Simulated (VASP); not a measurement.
Here is a VASP 6.6.1 calculation.

File INCAR:

```
SYSTEM = Hf
PREC = Accurate
ENCUT = 520
EDIFF = 1E-6
ISMEAR = 1
SIGMA = 0.2
LREAL = .False.
LASPH = .True.
NELM = 100
ALGO = Normal
ISIF = 2
LWAVE = .False.
LCHARG = .False.
GGA = PE
NBANDS = 11
```

KPOINTS

```
regular mesh
0
Gamma
  13 13 13
  0 0 0
```

The input POSCAR:

```
Hf
1.0
    0.0000000000      2.2200000000      2.2200000000
    2.2200000000      0.0000000000      2.2200000000
    2.2200000000      2.2200000000      0.0000000000
Hf
1
Direct
    0.0000000000      0.0000000000      0.0000000000
```

Potentials or basis: VASP PAW PBE potentials, release 64 (Hf_pv).

Launch:

```sh
$ cat potpaw_PBE.64/Hf_pv/POTCAR > POTCAR
$ mpirun -np 1 vasp_std > vasp.out
```

(1) Estimate the band gap on the k mesh.

(2) Predict the pressure.

Answers

(1) zero (band 5 reaches 6.31 eV, above the bottom of band 6 at 4.34 eV).

(2) 2.8 GPa.

Caveat: spin-orbit coupling is left out, which moves the levels of the heavy elements.
